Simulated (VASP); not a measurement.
# PbS (Galena) (Fm-3m) in VASP: single point with PBE

Aim: the single point of PbS (Galena) with PBE.

Program: VASP 6.6.1. These are calculated values, not measurements. Logs are shortened: lines on timing, memory, paths and dates and some standing lists are left out, and cuts for length are marked.

## Step 1: The cell of the first run

It takes space group Fm-3m (No. 225, cubic). The conventional cell has a = 5.931 Å, b = 5.931 Å, c = 5.931 Å, α = 90.00°, β = 90.00°, γ = 90.00°. Pb (site symmetry m-3m) has 6 S at 2.97 Å within 3.9 Å. S (site symmetry m-3m) has 6 Pb at 2.97 Å within 3.9 Å.

## Step 2: Single point, PBE

INCAR reads:

```
SYSTEM = PbS
PREC = Accurate ; ENCUT = 520
EDIFF = 1E-7 ; ISMEAR = 0
SIGMA = 0.01 ; LREAL = .FALSE.
LASPH = .TRUE. ; NELM = 100
ALGO = Normal ; ISIF = 2
LWAVE = .FALSE. ; LCHARG = .FALSE.
GGA = PE ; NBANDS = 17
```

KPOINTS reads:

```
Automatic mesh
0
G
  6 6 6
  0 0 0
```

POSCAR reads:

```
PbS
1.0
    0.0000000000      2.9657500000      2.9657500000
    2.9657500000      0.0000000000      2.9657500000
    2.9657500000      2.9657500000      0.0000000000
Pb S
1 1
Direct
    0.0000000000      0.0000000000      0.0000000000
    0.5000000000      0.5000000000      0.5000000000
```

Potentials or basis: VASP PAW PBE potentials, release 64 (Pb_d, S).

Command:

```
$ cat potpaw_PBE.64/Pb_d/POTCAR potpaw_PBE.64/S/POTCAR > POTCAR
$ mpirun -np 1 vasp_std > vasp.out
```

OUTCAR:

```text
SYSTEM = PbS
   PREC = Accurate
   ENCUT = 520
   EDIFF = 1E-7
   ISMEAR = 0
   LREAL = .FALSE.
   LASPH = .TRUE.
   NELM = 100
   ISIF = 2
   GGA = PE

 ion  position               nearest neighbor table
   1  0.000  0.000  0.000-   2 2.97   2 2.97   2 2.97   2 2.97   2 2.97   2 2.97
   2  0.500  0.500  0.500-   1 2.97   1 2.97   1 2.97   1 2.97   1 2.97   1 2.97

  LATTYP: Found a face centered cubic cell.
 ALAT       =     5.9315000000

  Lattice vectors:

 A1 = (   0.0000000000,   2.9657500000,   2.9657500000)
 A2 = (   2.9657500000,   0.0000000000,   2.9657500000)
 A3 = (   2.9657500000,   2.9657500000,   0.0000000000)

Analysis of symmetry for initial positions (statically):
=====================================================================
 Subroutine PRICEL returns:
 Original cell was already a primitive cell.

 Routine SETGRP: Setting up the symmetry group for a
 face centered cubic supercell.

 Subroutine GETGRP returns: Found 48 space group operations
 (whereof 48 operations were pure point group operations)
 out of a pool of 48 trial point group operations.

The static configuration has the point symmetry O_h .

Analysis of symmetry for dynamics (positions and initial velocities):
=====================================================================
 Subroutine PRICEL returns:
 Original cell was already a primitive cell.

 Routine SETGRP: Setting up the symmetry group for a
 face centered cubic supercell.

 Subroutine GETGRP returns: Found 48 space group operations
 (whereof 48 operations were pure point group operations)
 out of a pool of 48 trial point group operations.

The dynamic configuration has the point symmetry O_h .

 Subroutine INISYM returns: Found 48 space group operations
 (whereof 48 operations are pure point group operations),
 and found     1 'primitive' translations

----------------------------------------------------------------------------------------

                                     Primitive cell

  volume of cell :      52.1715

  direct lattice vectors                    reciprocal lattice vectors
     0.000000000  2.965750000  2.965750000    -0.168591419  0.168591419  0.168591419
     2.965750000  0.000000000  2.965750000     0.168591419 -0.168591419  0.168591419
     2.965750000  2.965750000  0.000000000     0.168591419  0.168591419 -0.168591419

  length of vectors
     4.194203873  4.194203873  4.194203873     0.292008903  0.292008903  0.292008903

  position of ions in fractional coordinates (direct lattice)
     0.000000000  0.000000000  0.000000000
     0.500000000  0.500000000  0.500000000

  ion indices of the primitive-cell ions
[... 66 lines left out ...]
   EDIFF  = 0.1E-06   stopping-criterion for ELM
   LREAL  =      F    real-space projection
   EDIFFG = 0.1E-05   stopping-criterion for IOM
   NSW    =      0    number of steps for IOM
   IBRION =     -1    ionic relax: 0-MD 1-quasi-New 2-CG
   NFREE  =      0    steps in history (QN), initial steepest desc. (CG)
   ISIF   =      2    stress and relaxation
   ISYM   =      2    0-nonsym 1-usesym 2-fastsym
   POTIM  = 0.5000    time-step for ionic-motion
   TEBEG  =    0.0;   TEEND  =   0.0 temperature during run
   PSTRESS=    0.0 pullay stress
   NELECT =      20.0000    total number of electrons
   NUPDOWN=      -1.0000    fix difference up-down
   EMIN   =  10.00;   EMAX   =-10.00  energy-range for DOS
   EFERMI =   0.00;   METHOD = LEGACY
   ISMEAR =     0;   SIGMA  =   0.01  broadening in eV -4-tet -1-fermi 0-gaus
   EFERMI_NEDOS =   21; number of points for ismear=-14 and -15
   IALGO  =     38    algorithm
   IMIX   =      4    mixing-type and parameters
     AMIX     =   0.40;   BMIX     =  1.00
     AMIX_MAG =   1.60;   BMIX_MAG =  1.00
  volume/ion in A,a.u.               =      26.09       176.04
  Fermi-wavevector in a.u.,A,eV,Ry     =   1.189251  2.247359 19.242973  1.414319
  Thomas-Fermi vector in A             =   2.325363
   LORBIT       =      0    0 simple, 1 ext, 2 COOP (PROOUT), +10 PAW based schemes
   GGA     = PE    functional components
   LHFCALC =     F    Hartree Fock is set to
   AEXX    =    0.0000 exact exchange contribution
   IVDW    =     0    specifies the selected vdW correction
   LEPSILON=     F    determine dielectric tensor
   LRPA    =     F    only Hartree local field effects (RPA)
 non-spin polarized calculation
 Gauss-broadening in eV      SIGMA  =   0.01
  energy-cutoff  :      520.00
  volume of cell :       52.17
 maximum number of plane-waves:      1420
   NGX = 15   NGY = 15   NGZ = 15

 number of electron      19.9999998 magnetization

 Free energy of the ion-electron system (eV)
  ---------------------------------------------------
  ext. energy  EPLUGINS =         0.00000000
  ---------------------------------------------------
  free energy    TOTEN  =        -8.75756456 eV

  energy without entropy =       -8.75756456  energy(sigma->0) =       -8.75756456

 E-fermi :   5.9508     XC(G=0):  -9.6832

 val. band max:        5.8208062458   @ k =   0.5000   0.0000   0.0000
 cond. band min:       6.1861950304   @ k =   0.5000   0.0000   0.0000
 fundamental gap:      0.3653887845
 Fermi energy:         5.9508365456

 k-point     1 :       0.0000    0.0000    0.0000
  band No.  band energies     occupation
      1     -11.0010      2.00000
      2     -11.0010      2.00000
      3     -11.0010      2.00000
      4     -10.9847      2.00000
      5     -10.9847      2.00000
      6      -7.7774      2.00000
[... 297 lines left out ...]
      4     -10.9626      2.00000
      5     -10.9401      2.00000
      6      -6.0763      2.00000
[... 9 lines left out ...]
     16      17.6646      0.00000
     17      18.0751      0.00000

------------------------ aborting loop because EDIFF is reached ----------------------------------------

  FORCE on cell =-STRESS in cart. coord.  units (eV):
  Direction    XX          YY          ZZ          XY          YZ          ZX
  --------------------------------------------------------------------------------------
  -------------------------------------------------------------------------------------
  Total        0.6962996      0.6962996      0.6962996     -0.0000000      0.0000000      0.0000000
  in kB       21.3832220     21.3832220     21.3832220     -0.0000000      0.0000000      0.0000000
  external PRESSURE =      21.3832220 kB  Pullay stress =       0.0000000 kB

 VOLUME and BASIS-vectors are now :
 -----------------------------------------------------------------------------
  energy-cutoff  :      520.00
  volume of cell :       52.17
      direct lattice vectors                 reciprocal lattice vectors
     0.000000000  2.965750000  2.965750000    -0.168591419  0.168591419  0.168591419
     2.965750000  0.000000000  2.965750000     0.168591419 -0.168591419  0.168591419
     2.965750000  2.965750000  0.000000000     0.168591419  0.168591419 -0.168591419

 POSITION                                       TOTAL-FORCE (eV/Angst)
 -----------------------------------------------------------------------------------
      0.00000      0.00000      0.00000         0.000000     -0.000000     -0.000000
      2.96575      2.96575      2.96575        -0.000000      0.000000      0.000000
 -----------------------------------------------------------------------------------
    total drift:                                0.000000     -0.000000     -0.000000

  FREE ENERGIE OF THE ION-ELECTRON SYSTEM (eV)
  ---------------------------------------------------
  free  energy   TOTEN  =        -8.7575645600 eV

  energy  without entropy=       -8.7575645600  energy(sigma->0) =       -8.75756456
```

stdout:

```text
POSCAR found type information on POSCAR PbS
 POSCAR found :  2 types and       2 ions
 scaLAPACK will be used
 LDA part: xc-table for (Slater+PW92), standard interpolation
 POSCAR, INCAR and KPOINTS ok, starting setup
 FFT: planning ... GRIDC
 FFT: planning ... GRID_SOFT
 FFT: planning ... GRID
 WAVECAR not read
 entering main loop
```

Wall time 14 s (1 thread of Intel Xeon Platinum 8259CL at 2.50GHz (Skylake/Cascade Lake), shared host); peak memory 0.17 GiB.

What came out:

| Quantity | Value |
| --- | --- |
| Free energy | -8.7576 eV |
| Pressure | 2.1 GPa |
| Band gap on the k mesh | 0.37 eV, direct |

Levels at points of the mesh, in eV from the valence-band top:
```
           k point  band 7  band 8  band 9  band 10  band 11  band 12  band 13  band 14
(0.00, 0.00, 0.00)   -6.04   -2.17   -2.17    -2.17     5.21     5.21     5.21     6.73
(0.50, 0.00, 0.00)   -8.85   -1.78   -1.78     0.00     0.37     1.96     1.96     8.66
(0.50, 0.50, 0.00)   -7.20   -5.20   -3.44    -3.44     3.86     5.58     5.68     5.68
```

Caveat: spin-orbit coupling is left out, which moves the levels of the heavy elements. A k mesh can miss the band edges.
